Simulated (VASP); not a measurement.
# Ca (I4/mmm) in VASP: notebook

Runs on Ca. Level: r2SCAN. Tasks: single point, relaxation of cell and atoms.

Program: VASP 6.6.1. These are calculated values, not measurements. Logs are shortened: lines on timing, memory, paths and dates and some standing lists are left out, and cuts for length are marked.

## Step 1: The cell of the first run

It takes space group I4/mmm (No. 139, tetragonal). The conventional cell has a = 4.518 Å, b = 4.518 Å, c = 4.498 Å, α = 90.00°, β = 90.00°, γ = 90.00°. Ca (site symmetry 4/mmm) has 14 Ca at 3.91 to 4.52 Å within 5.1 Å.

## Step 2: Single point, r2SCAN (volume scaled by 1.06, then relaxed in part)

Input file POSCAR:

```
Ca
1.0
   -2.2590831638      2.2590831638      2.2490555326
    2.2590831638     -2.2590831638      2.2490555326
    2.2590831638      2.2590831638     -2.2490555326
Ca
1
Direct
    0.5000000000      0.5000000000      0.0000000000
```

Input file INCAR.step1:

```
ALGO     = Normal         # electronic algorithm
EDIFF    = 1E-4           # SCF threshold, eV
ENCUT    = 520            # plane-wave cutoff, eV
GGA      = PE             # functional
ISMEAR   = 0              # smearing method
LASPH    = True           # aspherical terms in the spheres
LCHARG   = False          # write CHGCAR
LREAL    = False          # projectors in reciprocal space
LWAVE    = True           # write WAVECAR
NBANDS   = 11             # bands
NELM     = 100            # most SCF steps
PREC     = Accurate       # precision mode
SIGMA    = 0.1            # smearing width, eV
```

Input file INCAR.step2:

```
ALGO     = Normal         # electronic algorithm
EDIFF    = 1E-6           # SCF threshold, eV
ENCUT    = 520            # plane-wave cutoff, eV
ISIF     = 2              # what is computed and relaxed
ISMEAR   = 0              # smearing method
ISTART   = 1            
LASPH    = True           # aspherical terms in the spheres
LCHARG   = False          # write CHGCAR
LMIXTAU  = True         
LREAL    = False          # projectors in reciprocal space
LWAVE    = False          # write WAVECAR
METAGGA  = R2SCAN         # meta-GGA
NBANDS   = 11             # bands
NELM     = 100            # most SCF steps
PREC     = Accurate       # precision mode
SIGMA    = 0.1            # smearing width, eV
```

Input file KPOINTS:

```
k-points
0
Gamma
  14 14 14
```

Potentials or basis: VASP PAW PBE potentials, release 64 (Ca_sv).

Command:

```console
$ cat potpaw_PBE.64/Ca_sv/POTCAR > POTCAR
$ cp INCAR.step1 INCAR
$ mpirun -np 1 vasp_std > vasp.out
$ cp INCAR.step2 INCAR
$ mpirun -np 1 vasp_std > vasp.out
```

OUTCAR:

```text
EDIFF = 1E-6
   ENCUT = 520
   ISIF = 2
   ISMEAR = 0
   ISTART = 1
   LASPH = True
   LREAL = False
   METAGGA = R2SCAN
   NELM = 100
   PREC = Accurate

 ion  position               nearest neighbor table
   1  0.500  0.500  0.000-

  LATTYP: Found a body centered tetragonal cell.
 ALAT       =     4.5181663276
 C/A-ratio  =     0.9955611943

  Lattice vectors:

 A1 = (  -2.2590831638,   2.2590831638,   2.2490555326)
 A2 = (   2.2590831638,  -2.2590831638,   2.2490555326)
 A3 = (   2.2590831638,   2.2590831638,  -2.2490555326)

Analysis of symmetry for initial positions (statically):
=====================================================================
 Subroutine PRICEL returns:
 Original cell was already a primitive cell.

 Routine SETGRP: Setting up the symmetry group for a
 body centered tetragonal supercell.

 Subroutine GETGRP returns: Found 16 space group operations
 (whereof 16 operations were pure point group operations)
 out of a pool of 16 trial point group operations.

The static configuration has the point symmetry D_4h.

Analysis of symmetry for dynamics (positions and initial velocities):
=====================================================================
 Subroutine PRICEL returns:
 Original cell was already a primitive cell.

 Routine SETGRP: Setting up the symmetry group for a
 body centered tetragonal supercell.

 Subroutine GETGRP returns: Found 16 space group operations
 (whereof 16 operations were pure point group operations)
 out of a pool of 16 trial point group operations.

The dynamic configuration has the point symmetry D_4h.

 Subroutine INISYM returns: Found 16 space group operations
 (whereof 16 operations are pure point group operations),
 and found     1 'primitive' translations

----------------------------------------------------------------------------------------

                                     Primitive cell

  volume of cell :      45.9118

  direct lattice vectors                    reciprocal lattice vectors
    -2.259083164  2.259083164  2.249055533     0.000000000  0.221328727  0.222315542
     2.259083164 -2.259083164  2.249055533     0.221328727  0.000000000  0.222315542
     2.259083164  2.259083164 -2.249055533     0.221328727  0.221328727  0.000000000

  length of vectors
     3.907065941  3.907065941  3.907065941     0.313704647  0.313704647  0.313006087

  position of ions in fractional coordinates (direct lattice)
     0.500000000  0.500000000  0.000000000

  ion indices of the primitive-cell ions
   primitive index   ion index
                 1           1

----------------------------------------------------------------------------------------

 KPOINTS: k-points

Automatic generation of k-mesh.
 Grid dimensions read from file:
 generate k-points for:   14   14   14

 Generating k-lattice:

  Cartesian coordinates                     Fractional coordinates (reciprocal lattice)
     0.000000000  0.015809195  0.015879682     0.071428571  0.000000000 -0.000000000
     0.015809195  0.000000000  0.015879682     0.000000000  0.071428571 -0.000000000
     0.015809195  0.015809195  0.000000000     0.000000000  0.000000000  0.071428571

  Length of vectors
     0.022407475  0.022407475  0.022357578

  Shift w.r.t. Gamma in fractional coordinates (k-lattice)
     0.000000000  0.000000000  0.000000000

 Subroutine IBZKPT returns following result:
 ===========================================

 Found    244 irreducible k-points:

 Following reciprocal coordinates:
            Coordinates               Weight
  0.000000  0.000000  0.000000      1.000000
  0.071429 -0.000000  0.000000      8.000000
  0.142857 -0.000000  0.000000      8.000000
  0.214286 -0.000000  0.000000      8.000000
  0.285714  0.000000 -0.000000      8.000000
  0.357143 -0.000000  0.000000      8.000000
[... 16 lines left out ...]
  0.214286  0.142857  0.000000     16.000000
  0.285714  0.142857  0.000000     16.000000
 [... further k-points ...]
   k-points           NKPTS =    244   k-points in BZ     NKDIM =    244   number of bands    NBANDS=     11
   number of dos      NEDOS =    301   number of ions     NIONS =      1
   total plane-waves  NPLWV =  27000
   dimension x,y,z NGX =    30 NGY =   30 NGZ =   30
   dimension x,y,z NGXF=    60 NGYF=   60 NGZF=   60
   ions per type =               1
   NGX,Y,Z   is equivalent  to a cutoff of  12.77, 12.77, 12.77 a.u.
   NGXF,Y,Z  is equivalent  to a cutoff of  25.53, 25.53, 25.53 a.u.
 SYSTEM =  unknown system
   PREC   = accura    normal or accurate (medium, high low for compatibility)
   ISTART =      1    job   : 0-new  1-cont  2-samecut
   ICHARG =      0    charge: 1-file 2-atom 10-const
   ISPIN  =      1    spin polarized calculation?
   LNONCOLLINEAR =      F non collinear calculations
   LSORBIT =      F    spin-orbit coupling
   LASPH  =      T    aspherical Exc in radial PAW
   ENCUT  =  520.0 eV  38.22 Ry    6.18 a.u.   7.26  7.26  7.26*2*pi/ulx,y,z
   NELM   =    100;   NELMIN=  2; NELMDL=  0     # of ELM steps
   EDIFF  = 0.1E-05   stopping-criterion for ELM
   LREAL  =      F    real-space projection
   EDIFFG = 0.1E-04   stopping-criterion for IOM
   NSW    =      0    number of steps for IOM
   IBRION =     -1    ionic relax: 0-MD 1-quasi-New 2-CG
   NFREE  =      0    steps in history (QN), initial steepest desc. (CG)
   ISIF   =      2    stress and relaxation
   ISYM   =      2    0-nonsym 1-usesym 2-fastsym
   POTIM  = 0.5000    time-step for ionic-motion
   TEBEG  =    0.0;   TEEND  =   0.0 temperature during run
   PSTRESS=    0.0 pullay stress
   NELECT =      10.0000    total number of electrons
   NUPDOWN=      -1.0000    fix difference up-down
   EMIN   =  10.00;   EMAX   =-10.00  energy-range for DOS
   EFERMI =   0.00;   METHOD = LEGACY
   ISMEAR =     0;   SIGMA  =   0.10  broadening in eV -4-tet -1-fermi 0-gaus
   EFERMI_NEDOS =   21; number of points for ismear=-14 and -15
   IALGO  =     38    algorithm
   IMIX   =      4    mixing-type and parameters
     AMIX     =   0.40;   BMIX     =  1.00
     AMIX_MAG =   1.60;   BMIX_MAG =  1.00
  volume/ion in A,a.u.               =      45.91       309.83
  Fermi-wavevector in a.u.,A,eV,Ry     =   0.984993  1.861368 13.200534  0.970212
  Thomas-Fermi vector in A             =   2.116267
   LORBIT       =      0    0 simple, 1 ext, 2 COOP (PROOUT), +10 PAW based schemes
   METAGGA = R2SCAN    functional components
   LHFCALC =     F    Hartree Fock is set to
   AEXX    =    0.0000 exact exchange contribution
   IVDW    =     0    specifies the selected vdW correction
   LEPSILON=     F    determine dielectric tensor
   LRPA    =     F    only Hartree local field effects (RPA)
 non-spin polarized calculation
 Gauss-broadening in eV      SIGMA  =   0.10
  energy-cutoff  :      520.00
  volume of cell :       45.91
 maximum number of plane-waves:      1264
 NGX is ok and might be reduce to    30
   NGX = 15   NGY = 15   NGZ = 15

 number of electron       9.9999999 magnetization

 Free energy of the ion-electron system (eV)
  ---------------------------------------------------
  ext. energy  EPLUGINS =         0.00000000
  ---------------------------------------------------
  free energy    TOTEN  =        -7.01292716 eV

  energy without entropy =       -7.00553306  energy(sigma->0) =       -7.00923011

 E-fermi :   1.7152     XC(G=0):  -7.9474

 val. band max:        1.7101477996   @ k =  -0.4286  -0.4286   0.1429
 cond. band min:       1.7176631793   @ k =   0.4286   0.0714   0.0000
 fundamental gap:      0.0075153798
 Fermi energy:         1.7152365576

 k-point     1 :       0.0000    0.0000    0.0000
  band No.  band energies     occupation
      1     -42.3236      2.00000
      2     -22.3576      2.00000
      3     -22.3572      2.00000
      4     -22.3572      2.00000
      5      -2.4555      2.00000
      6       4.2442      0.00000
      7       4.2639      0.00000
      8       4.2639      0.00000
      9       5.2560      0.00000
     10       5.2798      0.00000
     11      12.0639      0.00000

 k-point     2 :       0.0714   -0.0000    0.0000
  band No.  band energies     occupation
      1     -42.3231      2.00000
      2     -22.3629      2.00000
      3     -22.3590      2.00000
      4     -22.3574      2.00000
      5      -2.3639      2.00000
      6       4.1950      0.00000
      7       4.2258      0.00000
      8       4.3208      0.00000
      9       5.2040      0.00000
     10       5.2647      0.00000
     11      11.9217      0.00000

 k-point     3 :       0.1429   -0.0000    0.0000
  band No.  band energies     occupation
      1     -42.3216      2.00000
      2     -22.3781      2.00000
      3     -22.3641      2.00000
      4     -22.3573      2.00000
      5      -2.0932      2.00000
      6       4.0393      0.00000
      7       4.0567      0.00000
      8       4.5145      0.00000
      9       5.0936      0.00000
     10       5.2723      0.00000
     11      11.2619      0.00000

 k-point     4 :       0.2143   -0.0000    0.0000
  band No.  band energies     occupation
      1     -42.3195      2.00000
      2     -22.4001      2.00000
      3     -22.3715      2.00000
      4     -22.3573      2.00000
      5      -1.6554      2.00000
      6       3.6943      0.00000
      7       3.8305      0.00000
      8       4.8252      0.00000
      9       5.0744      0.00000
     10       5.3002      0.00000
     11      10.1364      0.00000
[... 239 lines left out ...]
 k-point    22 :       0.1429    0.1429    0.0000
  band No.  band energies     occupation
      1     -42.3183      2.00000
      2     -22.4098      2.00000
      3     -22.3722      2.00000
      4     -22.3623      2.00000
      5      -1.3979      2.00000
      6       3.5508      0.00000
      7       3.6902      0.00000
      8       4.9638      0.00000
      9       5.0049      0.00000
     10       5.4115      0.00000
     11      10.0540      0.00000

 k-point    23 :       0.2143    0.1429    0.0000
  band No.  band energies     occupation
      1     -42.3162      2.00000
      2     -22.4285      2.00000
      3     -22.3813      2.00000
      4     -22.3636      2.00000
      5      -0.8254      2.00000
      6       3.1365      0.00000
      7       3.4703      0.00000
      8       5.0013      0.00000
      9       5.3856      0.00000
     10       5.4762      0.00000
     11       8.8772      0.00000

 k-point    24 :       0.2857    0.1429    0.0000
  band No.  band energies     occupation
      1     -42.3143      2.00000
      2     -22.4445      2.00000
      3     -22.3909      2.00000
      4     -22.3641      2.00000
      5      -0.1432      2.00000
      6       2.6431      0.00000
      7       3.2907      0.00000
      8       5.0796      0.00000
      9       5.4983      0.00000
     10       5.8163      0.00000
     11       7.8578      0.00000

 [... further k-points ...]

------------------------ aborting loop because EDIFF is reached ----------------------------------------

  FORCE on cell =-STRESS in cart. coord.  units (eV):
  Direction    XX          YY          ZZ          XY          YZ          ZX
  --------------------------------------------------------------------------------------
  -------------------------------------------------------------------------------------
  Total       -0.2591097     -0.2591097     -0.2602681      0.0000000      0.0000000      0.0000000
  in kB       -9.0421087     -9.0421087     -9.0825304      0.0000000      0.0000000      0.0000000
  external PRESSURE =      -9.0555826 kB  Pullay stress =       0.0000000 kB

 VOLUME and BASIS-vectors are now :
 -----------------------------------------------------------------------------
  energy-cutoff  :      520.00
  volume of cell :       45.91
      direct lattice vectors                 reciprocal lattice vectors
    -2.259083164  2.259083164  2.249055533     0.000000000  0.221328727  0.222315542
     2.259083164 -2.259083164  2.249055533     0.221328727  0.000000000  0.222315542
     2.259083164  2.259083164 -2.249055533     0.221328727  0.221328727  0.000000000

 POSITION                                       TOTAL-FORCE (eV/Angst)
 -----------------------------------------------------------------------------------
      0.00000      0.00000      2.24906        -0.000000     -0.000000      0.000000
 -----------------------------------------------------------------------------------
    total drift:                                0.000000     -0.000000      0.000000

  FREE ENERGIE OF THE ION-ELECTRON SYSTEM (eV)
  ---------------------------------------------------
  free  energy   TOTEN  =        -7.0129271617 eV

  energy  without entropy=       -7.0055330601  energy(sigma->0) =       -7.00923011
```

It took 3.8 min on 1 thread of Intel Xeon 6975P-C (Granite Rapids), shared host; peak memory 0.26 GiB.

Results:

| Quantity | Value |
| --- | --- |
| Free energy | -7.0129 eV |
| Pressure | -0.9 GPa |
| Band gap on the k mesh | zero (band 5 reaches 1.96 eV, above the bottom of band 6 at 1.51 eV) |

Caveat: the cell differs from its parent crystal (volume scaled by 1.06, then relaxed in part); the PAW data sets were made with another functional, which shifts forces and pressure a little.

## Step 3: Single point, r2SCAN (volume scaled by 0.94, then relaxed in part)

Input file POSCAR:

```
Ca
1.0
   -2.1703988386      2.1703988386      2.1607648601
    2.1703988386     -2.1703988386      2.1607648601
    2.1703988386      2.1703988386     -2.1607648601
Ca
1
Direct
    0.5000000000      0.5000000000      0.0000000000
```

Input file INCAR.step1:

```
  PREC = Accurate
  ENCUT = 520
  ISMEAR = 0
  SIGMA = 0.1
  LREAL = False
  LASPH = True
  NELM = 100
  NBANDS = 11
  GGA = PE
  ALGO = Normal
  EDIFF = 1E-4
  LWAVE = True
  LCHARG = False
```

Input file INCAR.step2:

```
  PREC = Accurate
  ENCUT = 520
  EDIFF = 1E-6
  ISMEAR = 0
  SIGMA = 0.1
  LREAL = False
  LASPH = True
  NELM = 100
  ALGO = Normal
  ISIF = 2
  LWAVE = False
  LCHARG = False
  METAGGA = R2SCAN
  LMIXTAU = True
  NBANDS = 11
  ISTART = 1
```

Input file KPOINTS:

```
regular mesh
0
Gamma
  14 14 14
```

Potentials or basis: VASP PAW PBE potentials, release 64 (Ca_sv).

Command:

```console
$ cat potpaw_PBE.64/Ca_sv/POTCAR > POTCAR
$ cp INCAR.step1 INCAR
$ mpirun -np 1 vasp_std > vasp.out
$ cp INCAR.step2 INCAR
$ mpirun -np 1 vasp_std > vasp.out
```

Wall time 2.4 min (1 thread of Intel Xeon 6975P-C (Granite Rapids), shared host); peak memory 0.24 GiB.

The run converged. Its results:

* Free energy: -7.0081 eV
* Pressure: 1.3 GPa
* Band gap on the k mesh: zero (band 5 reaches 2.46 eV, above the bottom of band 6 at 2.08 eV)

Levels at points of the mesh, in eV from the Fermi level:
```
           k point  band 1  band 2  band 3  band 4  band 5  band 6  band 7  band 8  band 9  band 10
(0.00, 0.00, 0.00)  -43.74  -23.77  -23.77  -23.77   -4.40    2.70    2.72    2.72    3.83     3.86
(0.50, 0.00, 0.00)  -43.73  -23.93  -23.82  -23.77   -0.89   -0.10    1.61    3.78    4.17     4.99
(0.50, 0.50, 0.00)  -43.73  -23.93  -23.82  -23.77   -0.90   -0.11    1.63    3.76    4.16     4.99
(0.50, 0.50, 0.50)  -43.71  -23.89  -23.89  -23.88    0.07    0.08    4.31    4.31    4.39     4.74
```

Caveat: the cell differs from its parent crystal (volume scaled by 0.94, then relaxed in part); the PAW data sets were made with another functional, which shifts forces and pressure a little.

## Step 4: Relaxation of cell and atoms, r2SCAN

This run uses another cell than the first one, of 42.72 Å³/atom, 0.930 times its volume.

Input file POSCAR:

```
Ca
1.0
   -2.2052049036      2.2052049036      2.1961148100
    2.2052049036     -2.2052049036      2.1961148100
    2.2052049036      2.2052049036     -2.1961148100
Ca
1
Direct
    0.5000000000      0.5000000000      0.0000000000
```

Input file INCAR.step1:

```
SYSTEM = Ca
PREC = Accurate
ENCUT = 600
ISMEAR = 0
SIGMA = 0.1
LREAL = .False.
LASPH = .True.
NELM = 100
GGA = PE
ALGO = Normal
EDIFF = 1E-4
LWAVE = .True.
LCHARG = .False.
```

Input file INCAR.step2:

```
SYSTEM = Ca
PREC = Accurate
ENCUT = 600
EDIFF = 1E-6
ISMEAR = 0
SIGMA = 0.1
LREAL = .False.
LASPH = .True.
NELM = 100
ALGO = Normal
ISIF = 3
LWAVE = .False.
LCHARG = .False.
METAGGA = R2SCAN
LMIXTAU = .True.
IBRION = 2
NSW = 100
EDIFFG = -0.005
ISTART = 1
```

Input file KPOINTS:

```
Automatic mesh
0
Gamma
  14 14 14
  0 0 0
```

Command:

```console
$ cat potpaw_PBE.64/Ca_sv/POTCAR > POTCAR
$ cp INCAR.step1 INCAR
$ mpirun -np 1 vasp_std > vasp.out
$ cp INCAR.step2 INCAR
$ mpirun -np 1 vasp_std > vasp.out
```

Run time: 7.2 min. Hardware: 1 thread of Intel Xeon 6975P-C (Granite Rapids), shared host; peak memory 0.26 GiB.

The run converged. Its results:

```
Free energy                            : -7.0207 eV
Relaxed volume                         : 43.47 Å³/atom
Relaxed cell                           : a = 3.836 Å, b = 3.836 Å, c = 3.836 Å, α = 109.36°, β = 109.36°, γ = 109.70°
Space group after relaxing (to 0.05 Å) : Im-3m (No. 229)
Energy gained by relaxing              : 0.8 meV/atom
Ionic steps                            : 3
Pressure after relaxing                : 0.0 GPa
Band gap on the k mesh                 : zero (band 5 reaches 2.18 eV, above the bottom of band 6 at 1.76 eV)
```

Step by step:
```tsv
step	energy change (eV)	largest force (eV/Å)	pressure (GPa)	volume (Å³)
1	0.0000	0.0000	0.32	42.72
2	-0.0007	0.0000	0.10	43.25
3	-0.0008	0.0000	0.00	43.47
```

Final structure:
```
Ca
1.0
    -2.21811    2.21811    2.20868
     2.21811   -2.21811    2.20868
     2.21811    2.21811   -2.20868
Ca
1
Direct
  0.50000 0.50000 0.00000
```

Levels at points of the mesh, in eV from the Fermi level:
```tsv
k point	band 2	band 3	band 4	band 5	band 6	band 7	band 8	band 9
(0.00, 0.00, 0.00)	-23.93	-23.93	-23.93	-4.28	2.61	2.63	2.63	3.68
(0.50, 0.00, 0.00)	-24.07	-23.98	-23.93	-0.84	-0.15	1.59	3.61	3.98
(0.50, 0.50, 0.00)	-24.07	-23.98	-23.93	-0.85	-0.17	1.61	3.58	3.97
(0.50, 0.50, 0.50)	-24.03	-24.03	-24.03	0.16	0.17	4.04	4.04	4.11
```

Caveat: the PAW data sets were made with another functional, which shifts forces and pressure a little.

## Step 5: The runs side by side

| task | cell | cutoff (eV) | gap on the mesh (eV) | pressure (GPa) |
| --- | --- | --- | --- | --- |
| single point | a = 3.907 Å, angles 109.4, 109.4, 109.7°, 1 atom | 520 | none | -0.9 |
| single point | a = 3.754 Å, angles 109.4, 109.4, 109.7°, 1 atom | 520 | none | 1.3 |
| relaxation of cell and atoms | relaxed from a = 3.814 Å, angles 109.4, 109.4, 109.7°, 1 atom | 600 | none | 0.0 |

Alike in all rows: level r2SCAN; potentials or basis VASP PAW PBE potentials, release 64 (Ca_sv); no spin polarisation; k mesh 14 × 14 × 14; smearing gaussian 0.1 eV.

Caveats: the PAW data sets were made with another functional, which shifts forces and pressure a little.

Total energies depend on the potentials used, so only differences within one code and one set of settings carry meaning.
